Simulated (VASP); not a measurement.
# CdS (F-43m) in VASP: notebook

CdS is run at these levels: PBE; tasks: dielectric tensor, G0W0 quasiparticle levels.

Program: VASP 6.6.1. These are calculated values, not measurements. Logs are shortened: lines on timing, memory, paths and dates and some standing lists are left out, and cuts for length are marked.

## (1) The cell of the first run

Symmetry: F-43m, No. 216, cubic system. Conventional cell: a = 5.878 Å, b = 5.878 Å, c = 5.878 Å, α = 90.00°, β = 90.00°, γ = 90.00°. Within 3.4 Å of Cd (site symmetry -43m) lie 4 S at 2.55 Å. S (site symmetry -43m) has 4 Cd at 2.55 Å within 3.4 Å.

## (2) Dielectric tensor, PBE

Contents of INCAR:

```
SYSTEM = CdS
PREC = Accurate ; ENCUT = 470
EDIFF = 1E-8 ; ISMEAR = 0
SIGMA = 0.01 ; LREAL = .False.
LASPH = .True. ; NELM = 120
ALGO = Normal ; ISIF = 2
LWAVE = .False. ; LCHARG = .False.
GGA = PE ; LEPSILON = .True.
GGA_COMPAT = .False.
```

Contents of KPOINTS:

```
Automatic mesh
0
Gamma
  6 6 6
  0 0 0
```

Contents of POSCAR:

```
CdS
1.0
    0.0000000000      2.9392087863      2.9392087863
    2.9392087863      0.0000000000      2.9392087863
    2.9392087863      2.9392087863      0.0000000000
Cd S
1 1
Direct
    0.0000000000      0.0000000000      0.0000000000
    0.2500000000      0.2500000000      0.2500000000
```

Potentials or basis: VASP PAW PBE potentials, release 64 (Cd_sv_GW, S).

The run is started by

```sh
> cat potpaw_PBE.64/Cd_sv_GW/POTCAR potpaw_PBE.64/S/POTCAR > POTCAR
> mpirun -np 1 vasp_std > vasp.out
```

OUTCAR:

```text
SYSTEM = CdS
   PREC = Accurate
   ENCUT = 470
   EDIFF = 1E-8
   ISMEAR = 0
   LREAL = .False.
   LASPH = .True.
   NELM = 120
   ISIF = 2
   GGA = PE
   LEPSILON = .True.

 ion  position               nearest neighbor table
   1  0.000  0.000  0.000-   2 2.55   2 2.55   2 2.55   2 2.55
   2  0.250  0.250  0.250-   1 2.55   1 2.55   1 2.55   1 2.55

  LATTYP: Found a face centered cubic cell.
 ALAT       =     5.8784175726

  Lattice vectors:

 A1 = (   0.0000000000,   2.9392087863,   2.9392087863)
 A2 = (   2.9392087863,   0.0000000000,   2.9392087863)
 A3 = (   2.9392087863,   2.9392087863,   0.0000000000)

Analysis of symmetry for initial positions (statically):
=====================================================================
 Subroutine PRICEL returns:
 Original cell was already a primitive cell.

 Routine SETGRP: Setting up the symmetry group for a
 face centered cubic supercell.

 Subroutine GETGRP returns: Found 24 space group operations
 (whereof 24 operations were pure point group operations)
 out of a pool of 48 trial point group operations.

The static configuration has the point symmetry T_d .

Analysis of symmetry for dynamics (positions and initial velocities):
=====================================================================
 Subroutine PRICEL returns:
 Original cell was already a primitive cell.

 Routine SETGRP: Setting up the symmetry group for a
 face centered cubic supercell.

 Subroutine GETGRP returns: Found 24 space group operations
 (whereof 24 operations were pure point group operations)
 out of a pool of 48 trial point group operations.

The dynamic configuration has the point symmetry T_d .

 Subroutine INISYM returns: Found 24 space group operations
 (whereof 24 operations are pure point group operations),
 and found     1 'primitive' translations

----------------------------------------------------------------------------------------

                                     Primitive cell

  volume of cell :      50.7833

  direct lattice vectors                    reciprocal lattice vectors
     0.000000000  2.939208786  2.939208786    -0.170113808  0.170113808  0.170113808
     2.939208786  0.000000000  2.939208786     0.170113808 -0.170113808  0.170113808
     2.939208786  2.939208786  0.000000000     0.170113808  0.170113808 -0.170113808

  length of vectors
     4.156668928  4.156668928  4.156668928     0.294645759  0.294645759  0.294645759

  position of ions in fractional coordinates (direct lattice)
     0.000000000  0.000000000  0.000000000
     0.250000000  0.250000000  0.250000000

  ion indices of the primitive-cell ions
   primitive index   ion index
                 1           1
                 2           2

----------------------------------------------------------------------------------------

 KPOINTS: Automatic mesh

Automatic generation of k-mesh.
 Grid dimensions read from file:
 generate k-points for:    6    6    6

 Generating k-lattice:

  Cartesian coordinates                     Fractional coordinates (reciprocal lattice)
    -0.028352301  0.028352301  0.028352301     0.166666667  0.000000000  0.000000000
     0.028352301 -0.028352301  0.028352301     0.000000000  0.166666667  0.000000000
     0.028352301  0.028352301 -0.028352301     0.000000000  0.000000000  0.166666667

  Length of vectors
     0.049107627  0.049107627  0.049107627

[... 60 lines left out ...]
   EFERMI_NEDOS =   21; number of points for ismear=-14 and -15
   IALGO  =     38    algorithm
   IMIX   =      4    mixing-type and parameters
     AMIX     =   0.40;   BMIX     =  1.00
     AMIX_MAG =   1.60;   BMIX_MAG =  1.00
  volume/ion in A,a.u.               =      25.39       171.35
  Fermi-wavevector in a.u.,A,eV,Ry     =   1.309661  2.474900 23.336870  1.715212
  Thomas-Fermi vector in A             =   2.440244
   LORBIT       =      0    0 simple, 1 ext, 2 COOP (PROOUT), +10 PAW based schemes
   GGA     = PE    functional components
   LHFCALC =     F    Hartree Fock is set to
   AEXX    =    0.0000 exact exchange contribution
   IVDW    =     0    specifies the selected vdW correction
   LEPSILON=     T    determine dielectric tensor
   LRPA    =     F    only Hartree local field effects (RPA)
 non-spin polarized calculation
 Gauss-broadening in eV      SIGMA  =   0.01
  energy-cutoff  :      470.00
  volume of cell :       50.78
 maximum number of plane-waves:      1211
 NGX is ok and might be reduce to    30
   NGX = 15   NGY = 15   NGZ = 15

--------------------------------------- Ionic step        1  -------------------------------------------

 number of electron      25.9999993 magnetization

 E-fermi :   2.9703     XC(G=0):  -9.1496

 val. band max:        2.6278466232   @ k =   0.0000   0.0000   0.0000
 cond. band min:       3.7186436730   @ k =   0.0000   0.0000   0.0000
 fundamental gap:      1.0907970498
 Fermi energy:         2.9702712740

 k-point     1 :       0.0000    0.0000    0.0000
  band No.  band energies     occupation
      1     -98.6453      2.00000
      2     -59.7211      2.00000
      3     -59.7211      2.00000
      4     -59.7211      2.00000
      5      -9.5975      2.00000
      6      -5.0170      2.00000
[... 297 lines left out ...]
      4     -59.7201      2.00000
      5      -9.0665      2.00000
      6      -4.7980      2.00000
[... 9 lines left out ...]
     16      10.7560      0.00000
     17      10.9890      0.00000

  FORCE on cell =-STRESS in cart. coord.  units (eV):
  Direction    XX          YY          ZZ          XY          YZ          ZX
  --------------------------------------------------------------------------------------
  -------------------------------------------------------------------------------------
  Total        0.0159703      0.0159703      0.0159703      0.0000000      0.0000000      0.0000000
  in kB        0.5038503      0.5038503      0.5038503      0.0000000      0.0000000      0.0000000
  external PRESSURE =       0.5038503 kB  Pullay stress =       0.0000000 kB

 VOLUME and BASIS-vectors are now :
 -----------------------------------------------------------------------------
  energy-cutoff  :      470.00
  volume of cell :       50.78
      direct lattice vectors                 reciprocal lattice vectors
     0.000000000  2.939208786  2.939208786    -0.170113808  0.170113808  0.170113808
     2.939208786  0.000000000  2.939208786     0.170113808 -0.170113808  0.170113808
     2.939208786  2.939208786  0.000000000     0.170113808  0.170113808 -0.170113808

 POSITION                                       TOTAL-FORCE (eV/Angst)
 -----------------------------------------------------------------------------------
      0.00000      0.00000      0.00000         0.000000     -0.000000      0.000000
      1.46960      1.46960      1.46960        -0.000000      0.000000     -0.000000
 -----------------------------------------------------------------------------------
    total drift:                               -0.000000     -0.000000     -0.000000

  FREE ENERGIE OF THE ION-ELECTRON SYSTEM (eV)
  ---------------------------------------------------
  free  energy   TOTEN  =        -6.2054495708 eV

  energy  without entropy=       -6.2054495708  energy(sigma->0) =       -6.20544957

 HEAD OF MICROSCOPIC STATIC DIELECTRIC TENSOR (INDEPENDENT PARTICLE, excluding Hartree and local field effects)
 ------------------------------------------------------
           7.841083     0.000000     0.000000
          -0.000000     7.841083     0.000000
          -0.000000    -0.000000     7.841083
 ------------------------------------------------------

 Free energy of the ion-electron system (eV)
  ---------------------------------------------------
  ---------------------------------------------------
  free energy    TOTEN  =        -0.98561146 eV

  energy without entropy =       -0.98561146

------------------------ aborting loop because EDIFF is reached ----------------------------------------

--------------------------------------- Ionic step        2  -------------------------------------------

------------------------ aborting loop because EDIFF is reached ----------------------------------------

--------------------------------------- Ionic step        3  -------------------------------------------

 Free energy of the ion-electron system (eV)
  ---------------------------------------------------
  ---------------------------------------------------
  free energy    TOTEN  =        -0.98561198 eV

  energy without entropy =       -0.98561198

------------------------ aborting loop because EDIFF is reached ----------------------------------------

 PIEZOELECTRIC TENSOR FIELD DIRECTION 3  (e Angst)
 -----------------------------------------------------------------------------
     0.00102 -1.95138  0.00000           (  0.00000  0.07829  0.00000)
    -1.95138  0.00102  0.00000           (  0.07829  0.00000  0.00000)
     0.00000  0.00000 -0.00358           (  0.00000  0.00000 -0.00000)

 PIEZOELECTRIC TENSOR FIELD DIRECTION 3  (C/m^2)
 -----------------------------------------------------------------------------
     0.00032 -0.61565  0.00000
    -0.61565  0.00032  0.00000
     0.00000  0.00000 -0.00113

 MACROSCOPIC STATIC DIELECTRIC TENSOR (including local field effects in DFT)
 ------------------------------------------------------
           7.537299     0.000000    -0.000000
           0.000000     7.537299     0.000000
           0.000000     0.000000     7.537299
 ------------------------------------------------------

 PIEZOELECTRIC TENSOR (including local field effects)  for field in x, y, z        (e  Angst)
          XX          YY          ZZ          XY          YZ          ZX
  --------------------------------------------------------------------------------
  x     0.00000    -0.00000     0.00000     0.00000    -1.97069     0.00000
  y    -0.00000     0.00000     0.00000    -0.00000     0.00000    -1.97069
  z    -0.00000    -0.00000     0.00000    -1.97069    -0.00000     0.00000

 PIEZOELECTRIC TENSOR (including local field effects)  for field in x, y, z        (C/m^2)
          XX          YY          ZZ          XY          YZ          ZX
  --------------------------------------------------------------------------------
  x     0.00000    -0.00000     0.00000     0.00000    -0.62174     0.00000
  y    -0.00000     0.00000     0.00000    -0.00000     0.00000    -0.62174
  z    -0.00000    -0.00000     0.00000    -0.62174    -0.00000     0.00000

 BORN EFFECTIVE CHARGES (including local field effects) (in |e|, cummulative output)
 ---------------------------------------------------------------------------------
 ion    1
    1     2.31298    -0.00000    -0.00000
    2    -0.00000     2.31298     0.00000
    3     0.00000     0.00000     2.31298
 ion    2
    1    -2.31298     0.00000     0.00000
    2     0.00000    -2.31298    -0.00000
    3     0.00000    -0.00000    -2.31298
```

Wall time 6.8 min (1 thread of Intel Xeon Platinum 8375C at 2.90GHz (Ice Lake), shared host); peak memory 0.27 GiB.

Results:

```yaml
Band_gap_on_the_k_mesh: 1.09 eV
Electronic_dielectric_tensor_diagonal: 7.54
Born_charges_mean_of_the_diagonal: Cd +2.31; S -2.31 e
```

Levels at points of the mesh, in eV from the valence-band top:
```tsv
k point	band 11	band 12	band 13	band 14	band 15	band 16
(0.00, 0.00, 0.00)	0.00	0.00	0.00	1.09	6.56	6.56
(0.50, 0.00, 0.00)	-4.26	-0.72	-0.72	2.98	7.02	7.02
(0.50, 0.50, 0.00)	-3.85	-1.80	-1.80	3.60	4.33	9.10
```

Electronic dielectric tensor:
```
7.54 0.00 0.00
0.00 7.54 0.00
0.00 0.00 7.54
```

Born effective charge tensors (e):
atom 1, Cd
```
2.31 0.00 0.00
0.00 2.31 0.00
0.00 0.00 2.31
```
atom 2, S
```
-2.31  0.00  0.00
 0.00 -2.31  0.00
 0.00  0.00 -2.31
```

## (3) G0W0 quasiparticle levels, PBE

POSCAR is that of step 2.

Contents of INCAR.step1:

```
ALGO = Normal
EDIFF = 1E-8
ENCUT = 500
GGA = PE
ISMEAR = 0
LASPH = T
LCHARG = F
LREAL = F
LWAVE = T
NELM = 60
PREC = Accurate
SIGMA = 0.01
```

Contents of INCAR.step2:

```
ALGO = Exact
EDIFF = 1E-8
ENCUT = 500
GGA = PE
ISMEAR = 0
ISTART = 1
LASPH = T
LCHARG = F
LOPTICS = T
LREAL = F
LWAVE = T
NBANDS = 160
NELM = 1
PREC = Accurate
SIGMA = 0.01
```

Contents of INCAR.step3:

```
ALGO = EVGW0
EDIFF = 1E-8
ENCUT = 500
ENCUTGW = 120.0
GGA = PE
ISMEAR = 0
ISTART = 1
LASPH = T
LCHARG = F
LREAL = F
LWAVE = F
NBANDS = 160
NBANDSGW = 17
NELMGW = 1
NOMEGA = 96
OMEGAMAX = 20
PREC = Accurate
PRECFOCK = Fast
SIGMA = 0.01
```

Contents of KPOINTS:

```
k-points
0
Gamma
  4 4 4
```

Potentials or basis: VASP PAW PBE potentials, release 64 (Cd_GW, S_GW).

The run is started by

```sh
> cat potpaw_PBE.64/Cd_GW/POTCAR potpaw_PBE.64/S_GW/POTCAR > POTCAR
> cp INCAR.step1 INCAR
> mpirun -np 1 vasp_std > vasp.out
> cp INCAR.step2 INCAR
> mpirun -np 1 vasp_std > vasp.out
> cp INCAR.step3 INCAR
> mpirun -np 1 vasp_std > vasp.out
```

OUTCAR:

```text
EDIFF = 1E-8
   ENCUT = 500
   ENCUTGW = 120.0
   GGA = PE
   ISMEAR = 0
   ISTART = 1
   LASPH = T
   LREAL = F
   NELMGW = 1
   PREC = Accurate
   PRECFOCK = Fast

 ion  position               nearest neighbor table
   1  0.000  0.000  0.000-   2 2.55   2 2.55   2 2.55   2 2.55
   2  0.250  0.250  0.250-   1 2.55   1 2.55   1 2.55   1 2.55

  LATTYP: Found a face centered cubic cell.
 ALAT       =     5.8784175726

  Lattice vectors:

 A1 = (   0.0000000000,   2.9392087863,   2.9392087863)
 A2 = (   2.9392087863,   0.0000000000,   2.9392087863)
 A3 = (   2.9392087863,   2.9392087863,   0.0000000000)

Analysis of symmetry for initial positions (statically):
=====================================================================
 Subroutine PRICEL returns:
 Original cell was already a primitive cell.

 Routine SETGRP: Setting up the symmetry group for a
 face centered cubic supercell.

[... 124 lines left out ...]
  Thomas-Fermi vector in A             =   2.295179
   LORBIT       =      0    0 simple, 1 ext, 2 COOP (PROOUT), +10 PAW based schemes
   GGA     = PE    functional components
   LHFCALC =     T    Hartree Fock is set to
   PRECFOCK=fast      Normal, Fast or Accurate (Low or Medium for compatibility)
   ENCUT4O =  -1.0   cutoff for four orbital integrals eV
   NKREDX  =     1    reduce k-point grid by
   NKREDY  =     1    reduce k-point grid by
   NKREDZ  =     1    reduce k-point grid by
   AEXX    =    1.0000 exact exchange contribution
   HFSCREEN=    0.0000 screening length (either q_TF or 0.3 A-1)
   HFSCREENC=   0.0000 screening length for correlation (either q_TF or 0.3 A-1)
   ENCUTFOCK=  -1.0 apply spherical cutoff to Coloumb kernel
   IVDW    =     0    specifies the selected vdW correction
   LEPSILON=     F    determine dielectric tensor
   LRPA    =     F    only Hartree local field effects (RPA)
   LRPAFORCE           =     F    calculate RPA forces
   ENCUTGW             = 120.0    cutoff for response function in eV
   ENCUTGWSOFT         =  96.0    soft cutoff for Coulomb kernel in GW response function in eV
   ENCUTLF             =  -1.0    cutoff for local field effects
   NELMGW              =     1    number of iterations in solving QP/BSE equation
   NELMHF              =     1    number of iterations in the inner HF iteration
   NKREDLFX            =     1    NKREDLFY  =   1   NKREDLFZ  =   1
 non-spin polarized calculation
 Gauss-broadening in eV      SIGMA  =   0.01
  energy-cutoff  :      500.00
  volume of cell :       50.78
 maximum number of plane-waves:      1308
  NGX = 18; NGY = 18; NGZ = 18
   NGX = 15   NGY = 15   NGZ = 15
 maximum number of plane-waves:       169
 NGX is ok and might be reduce to    18

 QP shifts <psi_nk| G(iteration)W_0 |psi_nk>: iteration 1
 for sc-GW calculations column KS-energies equals QP-energies in previous step
 and V_xc(KS)=  KS-energies - (<T + V_ion + V_H > + <T+V_H+V_ion>^1  + <V_x>^1)

 k-point   1 :       0.0000    0.0000    0.0000
  band No.  KS-energies  QP-energies   sigma(KS)   V_xc(KS)     V^pw_x(r,r')   Z            occupation Imag(sigma)

      1      -9.7791     -10.1077     -13.5464     -12.9949     -20.8866       0.5959       2.0000       0.9944
      2      -5.2186      -6.9610     -17.7081     -15.1752     -22.9271       0.6879       2.0000       0.1523
      3      -5.2186      -6.9610     -17.7081     -15.1752     -22.9271       0.6879       2.0000       0.1523
      4      -5.2186      -6.9610     -17.7081     -15.1752     -22.9271       0.6879       2.0000       0.1523
      5      -4.7723      -6.6489     -18.1783     -15.4968     -23.2438       0.6998       2.0000       0.0917
      6      -4.7723      -6.6489     -18.1783     -15.4968     -23.2438       0.6998       2.0000       0.0917
[... 143 lines left out ...]
      3      -4.9837      -6.8016     -18.0097     -15.4035     -23.1894       0.6975       2.0000       0.1335
      4      -4.8084      -6.6720     -18.1696     -15.5074     -23.2796       0.7000       2.0000       0.1087
      5      -4.7639      -6.6307     -18.1226     -15.4577     -23.1981       0.7005       2.0000       0.0995
      6      -4.1768      -5.9031     -18.1222     -15.6628     -23.2110       0.7019       2.0000       0.1318
[... 9 lines left out ...]
     16      15.4701      16.0195     -10.8716     -11.6222      -5.1018       0.7319       0.0000      -0.4828
     17      15.6186      16.0912     -10.0105     -10.6577      -4.2570       0.7301       0.0000      -0.4529
```

OUTCAR.step2:

```text
EDIFF = 1E-8
   ENCUT = 500
   GGA = PE
   ISMEAR = 0
[... 728 lines left out ...]
  --------------------------------------------------------------------------------------------------------------
     0.00000    12.41031    12.41031    12.41031    -0.00000    -0.00000     0.00000
     1.48402     1.81865     1.81865     1.81865    -0.00000    -0.00000     0.00000
     2.96804    16.03826    16.03826    16.03826    -0.00000    -0.00000     0.00000
     4.45205     6.49602     6.49602     6.49602    -0.00000    -0.00000     0.00000
     5.93607    -2.95457    -2.95457    -2.95457    -0.00000    -0.00000    -0.00000
     7.42009    -1.26058    -1.26058    -1.26058    -0.00000     0.00000    -0.00000
[... 92 lines left out ...]
   145.43375     0.96885     0.96885     0.96885     0.00000     0.00000    -0.00000
   146.91777     0.96957     0.96957     0.96957     0.00000     0.00000    -0.00000
```

Run time: 5.6 min. Hardware: 1 thread of AMD EPYC 7R13 (Zen 3), shared host; peak memory 0.52 GiB.

What came out:

| Property | Result |
| --- | --- |
| Quasiparticle gap | 1.83 eV |
| Least direct quasiparticle gap | 1.83 eV |
| Band gap of the starting levels on the mesh | 1.08 eV |
| Least direct gap of the starting levels on the mesh | 1.08 eV |

Caveat: the k points lie up to 0.46 Å⁻¹ apart; bands, screening cutoff and mesh are small and nothing is extrapolated, so the quasiparticle values aren't converged.
